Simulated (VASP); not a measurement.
# In5O (R-3m) in VASP: a series of runs, part 2 of 2

VASP 6.6.1.

## (3) Single point, PBE, collinear spin, ferromagnetic start

This run uses another cell than the first one, of 23.67 Å³/atom.

Input file INCAR:

```
SYSTEM = In5O
  PREC = Accurate
  ENCUT = 520
  EDIFF = 1E-6
  ISMEAR = 0
  SIGMA = 0.1
  LREAL = .False.
  LASPH = .True.
  NELM = 150
  ALGO = Normal
  ISIF = 2
  LWAVE = .False.
  LCHARG = .False.
  ISPIN = 2
  MAGMOM = 0 0 0 0 0 1
  LORBIT = 11
  GGA = PE
  NBANDS = 48
```

Input file KPOINTS:

```
regular mesh
0
Gamma
  3 3 3
  0 0 0
```

Input file POSCAR:

```
In5O
1.0
    3.8081469100      2.1986346400      2.8273201800
   -3.8081469100      2.1986346400      2.8273201800
    0.0000000000     -4.3972692900      2.8273201800
In O
5 1
Direct
    0.5000000000      0.0000000000      0.5000000000
    0.5000000000      0.5000000000      0.0000000000
    0.0000000000      0.5000000000      0.5000000000
    0.7992755600      0.7992755600      0.7992755600
    0.2007244400      0.2007244400      0.2007244400
    0.5000000000      0.5000000000      0.5000000000
```

Potentials or basis: VASP PAW PBE potentials, release 64 (In_d, O).

The run is started by

```
$ cat potpaw_PBE.64/In_d/POTCAR potpaw_PBE.64/O/POTCAR > POTCAR
$ mpirun -np 1 vasp_std > vasp.out
```

OUTCAR:

```text
SYSTEM = In5O
   PREC = Accurate
   ENCUT = 520
   EDIFF = 1E-6
   ISMEAR = 0
   LREAL = .False.
   LASPH = .True.
   NELM = 150
   ISIF = 2
   ISPIN = 2
   LORBIT = 11
   GGA = PE

 ion  position               nearest neighbor table
   1  0.500  0.000  0.500-   4 2.47   5 2.47   6 2.61   6 2.61   3 3.58   3 3.58   2 3.58   2 3.58
                             2 3.81   2 3.81   3 3.81   3 3.81
   2  0.500  0.500  0.000-   4 2.47   5 2.47   6 2.61   6 2.61   1 3.58   3 3.58   1 3.58   3 3.58
                             1 3.81   3 3.81   3 3.81   1 3.81
   3  0.000  0.500  0.500-   4 2.47   5 2.47   6 2.61   6 2.61   1 3.58   1 3.58   2 3.58   2 3.58
                             2 3.81   2 3.81   1 3.81   1 3.81
   4  0.799  0.799  0.799-   2 2.47   1 2.47   3 2.47   6 2.54   5 3.41
   5  0.201  0.201  0.201-   2 2.47   1 2.47   3 2.47   6 2.54   4 3.41
   6  0.500  0.500  0.500-   4 2.54   5 2.54   1 2.61   3 2.61   1 2.61   3 2.61   2 2.61   2 2.61

  LATTYP: Found a trigonal (rhomboedric) cell.
 ALAT       =     5.2277831409
 COS(alpha) =    -0.0612611259

  Lattice vectors:

 A1 = (   3.8081469100,   2.1986346400,   2.8273201800)
 A2 = (  -3.8081469100,   2.1986346400,   2.8273201800)
 A3 = (   0.0000000000,  -4.3972692900,   2.8273201800)

Analysis of symmetry for initial positions (statically):
=====================================================================
 Subroutine PRICEL returns:
 Original cell was already a primitive cell.

 Routine SETGRP: Setting up the symmetry group for a
 trigonal (rhombohedral) supercell.

 Subroutine GETGRP returns: Found 12 space group operations
 (whereof 12 operations were pure point group operations)
 out of a pool of 12 trial point group operations.

The static configuration has the point symmetry D_3d.

Analysis of symmetry for dynamics (positions and initial velocities):
=====================================================================
 Subroutine PRICEL returns:
 Original cell was already a primitive cell.

 Routine SETGRP: Setting up the symmetry group for a
 trigonal (rhombohedral) supercell.

 Subroutine GETGRP returns: Found 12 space group operations
 (whereof 12 operations were pure point group operations)
 out of a pool of 12 trial point group operations.

The dynamic configuration has the point symmetry D_3d.

Analysis of structural, dynamic, and magnetic symmetry:
=====================================================================
 Subroutine PRICEL returns:
 Original cell was already a primitive cell.

 Routine SETGRP: Setting up the symmetry group for a
 trigonal (rhombohedral) supercell.

 Subroutine GETGRP returns: Found 12 space group operations
 (whereof 12 operations were pure point group operations)
 out of a pool of 12 trial point group operations.

The overall configuration has the point symmetry D_3d.

 Subroutine INISYM returns: Found 12 space group operations
 (whereof 12 operations are pure point group operations),
 and found     1 'primitive' translations

----------------------------------------------------------------------------------------

                                     Primitive cell

  volume of cell :     142.0342

  direct lattice vectors                    reciprocal lattice vectors
     3.808146910  2.198634640  2.827320180     0.131297456  0.075804621  0.117897271
    -3.808146910  2.198634640  2.827320180    -0.131297456  0.075804621  0.117897271
     0.000000000 -4.397269290  2.827320180     0.000000000 -0.151609243  0.117897271

  length of vectors
     5.227783141  5.227783141  5.227783145     0.192055016  0.192055016  0.192055015

  position of ions in fractional coordinates (direct lattice)
     0.500000000  0.000000000  0.500000000
     0.500000000  0.500000000  1.000000000
[... 82 lines left out ...]
   EFERMI_NEDOS =   21; number of points for ismear=-14 and -15
   IALGO  =     38    algorithm
   IMIX   =      4    mixing-type and parameters
     AMIX     =   0.40;   BMIX     =  1.00
     AMIX_MAG =   1.60;   BMIX_MAG =  1.00
  volume/ion in A,a.u.               =      23.67       159.75
  Fermi-wavevector in a.u.,A,eV,Ry     =   1.299262  2.455248 22.967733  1.688081
  Thomas-Fermi vector in A             =   2.430537
   LORBIT       =     11    0 simple, 1 ext, 2 COOP (PROOUT), +10 PAW based schemes
   GGA     = PE    functional components
   LHFCALC =     F    Hartree Fock is set to
   AEXX    =    0.0000 exact exchange contribution
   IVDW    =     0    specifies the selected vdW correction
   LEPSILON=     F    determine dielectric tensor
   LRPA    =     F    only Hartree local field effects (RPA)
 spin polarized calculation
 Gauss-broadening in eV      SIGMA  =   0.10
  energy-cutoff  :      520.00
  volume of cell :      142.03
 maximum number of plane-waves:      3829
   NGX = 19   NGY = 19   NGZ = 19

 number of electron      70.9999991 magnetization       0.0003853

 number of electron      70.9999991 magnetization      -0.0000630

 Free energy of the ion-electron system (eV)
  ---------------------------------------------------
  ext. energy  EPLUGINS =         0.00000000
  ---------------------------------------------------
  free energy    TOTEN  =       -14.67656093 eV

  energy without entropy =      -14.66508577  energy(sigma->0) =      -14.67082335

 E-fermi :   6.6807     XC(G=0):  -9.9483

 val. band max:        6.6259061088   @ k =   0.3333   0.3333   0.0000
 cond. band min:       7.0891937663   @ k =   0.3333   0.3333   0.0000
 fundamental gap:      0.4632876575
 Fermi energy:         6.6807177456

 spin component 1

 k-point     1 :       0.0000    0.0000    0.0000
  band No.  band energies     occupation
      1     -11.3295      1.00000
      2      -9.1525      1.00000
      3      -9.1525      1.00000
      4      -8.5769      1.00000
      5      -8.5768      1.00000
      6      -8.5768      1.00000
[... 289 lines left out ...]
     46      14.0970      0.00000
     47      14.4040      0.00000
 Fermi energy:         6.6807177456

 spin component 2

 k-point     1 :       0.0000    0.0000    0.0000
  band No.  band energies     occupation
      1     -11.3295      1.00000
      2      -9.1525      1.00000
      3      -9.1525      1.00000
      4      -8.5769      1.00000
      5      -8.5768      1.00000
      6      -8.5768      1.00000
[... 289 lines left out ...]
     46      14.0970      0.00000
     47      14.4040      0.00000
 [bands above 47 left out]

------------------------ aborting loop because EDIFF is reached ----------------------------------------

  FORCE on cell =-STRESS in cart. coord.  units (eV):
  Direction    XX          YY          ZZ          XY          YZ          ZX
  --------------------------------------------------------------------------------------
  -------------------------------------------------------------------------------------
  Total       18.6737177     18.6737176      9.8542361      0.0000000     -0.0000000      0.0000000
  in kB      210.6436474    210.6436473    111.1579527      0.0000000     -0.0000001      0.0000000
  external PRESSURE =     177.4817491 kB  Pullay stress =       0.0000000 kB

 VOLUME and BASIS-vectors are now :
 -----------------------------------------------------------------------------
  energy-cutoff  :      520.00
  volume of cell :      142.03
      direct lattice vectors                 reciprocal lattice vectors
     3.808146910  2.198634640  2.827320180     0.131297456  0.075804621  0.117897271
    -3.808146910  2.198634640  2.827320180    -0.131297456  0.075804621  0.117897271
     0.000000000 -4.397269290  2.827320180     0.000000000 -0.151609243  0.117897271

 POSITION                                       TOTAL-FORCE (eV/Angst)
 -----------------------------------------------------------------------------------
      1.90407     -1.09932      2.82732        -0.000000      0.000000     -0.000000
      0.00000      2.19863      2.82732         0.000000      0.000000     -0.000000
     -1.90407     -1.09932      2.82732        -0.000000      0.000000     -0.000000
      0.00000     -0.00000      6.77942         0.000000     -0.000000      5.002361
      0.00000     -0.00000      1.70254         0.000000      0.000000     -5.002361
      0.00000     -0.00000      4.24098        -0.000000      0.000000     -0.000000
 -----------------------------------------------------------------------------------
    total drift:                                0.000000     -0.000000      0.000000

  FREE ENERGIE OF THE ION-ELECTRON SYSTEM (eV)
  ---------------------------------------------------
  free  energy   TOTEN  =       -14.6765609329 eV

  energy  without entropy=      -14.6650857718  energy(sigma->0) =      -14.67082335

 total charge

# of ion       s       p       d       tot
------------------------------------------
    1        1.038   0.612   9.876  11.526
    2        1.038   0.612   9.876  11.526
    3        1.038   0.612   9.876  11.526
    4        0.968   0.889   9.871  11.729
    5        0.968   0.889   9.871  11.729
    6        1.602   3.277   0.000   4.880
--------------------------------------------------
tot          6.653   6.891  49.371  62.915

 magnetization (x)

# of ion       s       p       d       tot
------------------------------------------
    1        0.000   0.000   0.000   0.000
    2        0.000   0.000   0.000   0.000
    3        0.000   0.000   0.000   0.000
    4        0.000  -0.000   0.000   0.000
    5        0.000  -0.000   0.000   0.000
    6       -0.000   0.000   0.000   0.000
--------------------------------------------------
tot          0.000   0.000   0.000   0.000
```

Wall time 78 s (1 thread of Intel Xeon Platinum 8559C (Emerald Rapids), shared host); peak memory 0.3 GiB.

What came out:

| Property | Result |
| --- | --- |
| Free energy | -14.6766 eV |
| Pressure | 17.7 GPa |
| Largest force | 5.002 eV/Å |
| Net moment | 0.00 μB per cell |
| Valence electrons inside the program's atomic spheres | In 11.53, 11.73 (each value once); O 4.88 |

Forces in eV/Å, atoms in the order of the input:
```
In   0.000  0.000  0.000
In   0.000  0.000  0.000
In   0.000  0.000  0.000
In   0.000  0.000  5.002
In   0.000  0.000 -5.002
O    0.000  0.000  0.000
```

Levels at points of the mesh, in eV from the Fermi level:
Spin up:
```tsv
k point	band 32	band 33	band 34	band 35	band 36	band 37	band 38	band 39	band 40	band 41
(0.00, 0.00, 0.00)	-3.96	-2.05	-0.77	-0.34	-0.34	1.61	1.61	2.47	3.34	4.75
```
Spin down:
| k point | band 32 | band 33 | band 34 | band 35 | band 36 | band 37 | band 38 | band 39 | band 40 | band 41 |
| --- | --- | --- | --- | --- | --- | --- | --- | --- | --- | --- |
| (0.00, 0.00, 0.00) | -3.96 | -2.05 | -0.78 | -0.34 | -0.34 | 1.61 | 1.61 | 2.47 | 3.34 | 4.75 |

Caveat: the k points lie up to 0.40 Å⁻¹ apart; spin-orbit coupling is left out, which moves the levels of the heavy elements; forces of over 1 eV/Å act on the atoms, so gaps and moduli don't describe the material at rest.

## (4) Single point, PBE, collinear spin, ferromagnetic start

This run uses another cell than the first one, of 24.15 Å³/atom.

Input file INCAR:

```
SYSTEM = In5O
PREC = Accurate
ENCUT = 520
EDIFF = 1E-6
ISMEAR = 0
SIGMA = 0.1
LREAL = .FALSE.
LASPH = .TRUE.
NELM = 150
ALGO = Normal
ISIF = 2
LWAVE = .FALSE.
LCHARG = .TRUE.
ISPIN = 2
MAGMOM = 0 0 0 0 0 1
LORBIT = 11
GGA = PE
LELF = .TRUE.
LVHAR = .TRUE.
NBANDS = 48
```

Input file KPOINTS:

```
regular mesh
0
G
  3 3 3
  0 0 0
```

Input file POSCAR:

```
In5O
1.0
    3.3275378724      1.9211548864      3.7777435329
   -3.3275378724      1.9211548864      3.7777435329
    0.0000000000     -3.8423097728      3.7777435329
In O
5 1
Direct
    0.5000000000      0.0000000000      0.5000000000
    0.5000000000      0.5000000000      0.0000000000
    0.0000000000      0.5000000000      0.5000000000
    0.8743944387      0.8743944387      0.8743944387
    0.1256055613      0.1256055613      0.1256055613
    0.5000000000      0.5000000000      0.5000000000
```

Potentials or basis: VASP PAW PBE potentials, release 64 (In_d, O).

The run is started by

```
$ cat potpaw_PBE.64/In_d/POTCAR potpaw_PBE.64/O/POTCAR > POTCAR
$ mpirun -np 1 vasp_std > vasp.out
```

OUTCAR:

```text
SYSTEM = In5O
   PREC = Accurate
   ENCUT = 520
   EDIFF = 1E-6
   ISMEAR = 0
   LREAL = .FALSE.
   LASPH = .TRUE.
   NELM = 150
   ISIF = 2
   ISPIN = 2
   LORBIT = 11
   GGA = PE

 ion  position               nearest neighbor table
   1  0.500  0.000  0.500-   6 2.69   6 2.69   4 3.04   5 3.04   3 3.33   3 3.33   2 3.33   2 3.33
                             5 3.62   4 3.62   5 3.62   4 3.62
   2  0.500  0.500  0.000-   6 2.69   6 2.69   4 3.04   5 3.04   3 3.33   1 3.33   1 3.33   3 3.33
                             5 3.62   4 3.62   5 3.62   4 3.62
   3  0.000  0.500  0.500-   6 2.69   6 2.69   4 3.04   5 3.04   1 3.33   1 3.33   2 3.33   2 3.33
                             4 3.62   5 3.62   4 3.62   5 3.62
   4  0.874  0.874  0.874-   5 2.85   3 3.04   1 3.04   2 3.04   2 3.62   2 3.62   1 3.62   3 3.62
                             1 3.62   3 3.62   5 3.95   5 3.95   5 3.95
   5  0.126  0.126  0.126-   4 2.85   3 3.04   1 3.04   2 3.04   2 3.62   2 3.62   1 3.62   3 3.62
                             1 3.62   3 3.62   4 3.95   4 3.95   4 3.95
   6  0.500  0.500  0.500-   1 2.69   3 2.69   1 2.69   3 2.69   2 2.69   2 2.69

  LATTYP: Found a trigonal (rhomboedric) cell.
 ALAT       =     5.3883847849
 COS(alpha) =     0.2372911116

  Lattice vectors:

 A1 = (   3.3275378724,   1.9211548864,   3.7777435329)
 A2 = (  -3.3275378724,   1.9211548864,   3.7777435329)
 A3 = (   0.0000000000,  -3.8423097728,   3.7777435329)

Analysis of symmetry for initial positions (statically):
[... 801 lines left out ...]
 VOLUME and BASIS-vectors are now :
 -----------------------------------------------------------------------------
  energy-cutoff  :      520.00
  volume of cell :      144.90
      direct lattice vectors                 reciprocal lattice vectors
     3.327537872  1.921154886  3.777743533     0.150261250  0.086753373  0.088236094
    -3.327537872  1.921154886  3.777743533    -0.150261250  0.086753373  0.088236094
     0.000000000 -3.842309773  3.777743533     0.000000000 -0.173506746  0.088236094

 POSITION                                       TOTAL-FORCE (eV/Angst)
 -----------------------------------------------------------------------------------
      1.66377     -0.96058      3.77774        -0.000000     -0.000000     -0.000000
      0.00000      1.92115      3.77774         0.000000     -0.000000     -0.000000
     -1.66377     -0.96058      3.77774         0.000000     -0.000000     -0.000000
      0.00000      0.00000      9.90971        -0.000000     -0.000000     -0.034301
      0.00000      0.00000      1.42352        -0.000000      0.000000      0.034301
      0.00000      0.00000      5.66662         0.000000     -0.000000     -0.000000
 -----------------------------------------------------------------------------------
    total drift:                                0.000000      0.000000     -0.000000

  FREE ENERGIE OF THE ION-ELECTRON SYSTEM (eV)
  ---------------------------------------------------
  free  energy   TOTEN  =       -18.3660746347 eV

  energy  without entropy=      -18.3604050371  energy(sigma->0) =      -18.36323984

 total charge

# of ion       s       p       d       tot
------------------------------------------
    1        1.007   0.416   9.864  11.287
    2        1.007   0.416   9.864  11.287
    3        1.007   0.416   9.864  11.287
    4        1.002   0.511   9.851  11.364
    5        1.002   0.511   9.851  11.364
    6        1.595   3.217   0.000   4.811
--------------------------------------------------
tot          6.621   5.487  49.294  61.402

 magnetization (x)

# of ion       s       p       d       tot
------------------------------------------
    1        0.000   0.000  -0.000   0.000
    2        0.000   0.000  -0.000   0.000
    3        0.000   0.000  -0.000   0.000
    4        0.000  -0.000   0.000  -0.000
    5        0.000  -0.000   0.000  -0.000
    6        0.000  -0.000   0.000  -0.000
--------------------------------------------------
tot          0.000  -0.000   0.000  -0.000
```

OSZICAR:

```text
N       E                     dE             d eps       ncg     rms          rms(c)
DAV:   1     0.795672310103E+03    0.79567E+03   -0.33358E+04  1160   0.205E+03
DAV:   2     0.102411092013E+03   -0.69326E+03   -0.67247E+03  1152   0.531E+02
DAV:   3    -0.126942227686E+02   -0.11511E+03   -0.11115E+03  1328   0.210E+02
DAV:   4    -0.208207405240E+02   -0.81265E+01   -0.80741E+01  1320   0.581E+01
DAV:   5    -0.210879596196E+02   -0.26722E+00   -0.26718E+00  1464   0.101E+01    0.126E+01
DAV:   6    -0.192839253378E+02    0.18040E+01   -0.11999E+01  1696   0.209E+01    0.119E+01
DAV:   7    -0.185519371627E+02    0.73199E+00   -0.13095E+01  1576   0.126E+01    0.324E+00
DAV:   8    -0.183868312959E+02    0.16511E+00   -0.93842E-01  1472   0.653E+00    0.112E+00
DAV:   9    -0.183699286343E+02    0.16903E-01   -0.19138E-01  1840   0.236E+00    0.148E+00
DAV:  10    -0.183714181550E+02   -0.14895E-02   -0.27039E-02  1424   0.124E+00    0.974E-01
DAV:  11    -0.183709631036E+02    0.45505E-03   -0.25251E-02  1328   0.111E+00    0.701E-01
DAV:  12    -0.183659053460E+02    0.50578E-02   -0.17627E-02  1608   0.715E-01    0.194E-01
DAV:  13    -0.183661481156E+02   -0.24277E-03   -0.28727E-03  1264   0.205E-01    0.114E-01
DAV:  14    -0.183660880034E+02    0.60112E-04   -0.18917E-04  1768   0.714E-02    0.614E-02
DAV:  15    -0.183660698939E+02    0.18109E-04   -0.11639E-04  1456   0.692E-02    0.612E-02
DAV:  16    -0.183660745330E+02   -0.46391E-05   -0.24725E-05  1512   0.327E-02    0.160E-02
DAV:  17    -0.183660746347E+02   -0.10170E-06   -0.19287E-06   808   0.169E-02
   1 F= -.18366075E+02 E0= -.18363240E+02  d E =-.566960E-02  mag=    -0.0000
```

stdout:

```text
POSCAR found type information on POSCAR InO
 POSCAR found :  2 types and       6 ions
 scaLAPACK will be used
 LDA part: xc-table for (Slater+PW92), standard interpolation
 POSCAR, INCAR and KPOINTS ok, starting setup
 FFT: planning ... GRIDC
 FFT: planning ... GRID_SOFT
 FFT: planning ... GRID
 WAVECAR not read
 entering main loop
```

Run time: 88 s. Hardware: 1 thread of Intel Xeon Platinum 8559C (Emerald Rapids), shared host; peak memory 0.3 GiB.

What came out:

| Property | Result |
| --- | --- |
| Free energy | -18.3661 eV |
| Pressure | 0.0 GPa |
| Largest force | 0.034 eV/Å |
| Net moment | 0.00 μB per cell |
| Valence electrons inside the program's atomic spheres | In 11.29, 11.36 (each value once); O 4.81 |

Forces in eV/Å, atoms in the order of the input:
```
In   0.000  0.000  0.000
In   0.000  0.000  0.000
In   0.000  0.000  0.000
In   0.000  0.000 -0.034
In   0.000  0.000  0.034
O    0.000  0.000  0.000
```

Caveat: the k points lie up to 0.41 Å⁻¹ apart; spin-orbit coupling is left out, which moves the levels of the heavy elements.

## (5) Summary

```csv
spin,cell,k mesh,gap on the mesh (eV),pressure (GPa),moment (μB),largest force (eV/Å)
off,"a = 5.348 Å, angles 78.9°, 6 atoms, atomic positions A",6 × 6 × 6,none,0.0,-,-
"collinear, ferromagnetic start","a = 5.228 Å, angles 93.5°, 6 atoms, atomic positions B",3 × 3 × 3,none,17.7,0.00,5.00
"collinear, ferromagnetic start","a = 5.388 Å, angles 76.3°, 6 atoms, atomic positions C",3 × 3 × 3,none,0.0,0.00,0.03
```

Alike in all rows: task single point; level PBE; potentials or basis VASP PAW PBE potentials, release 64 (In_d, O); cutoff (eV) 520; smearing gaussian 0.1 eV.

Caveats: some runs use coarse meshes; spin-orbit coupling is left out, which moves the levels of the heavy elements; an odd number of electrons without spin polarisation forces a metal (at least some runs); a magnetic or distorted state may lie lower (at least some runs); forces of over 1 eV/Å act on the atoms, so gaps and moduli don't describe the material at rest (at least some runs).

Absolute energies hang on the potentials; compare differences alone.
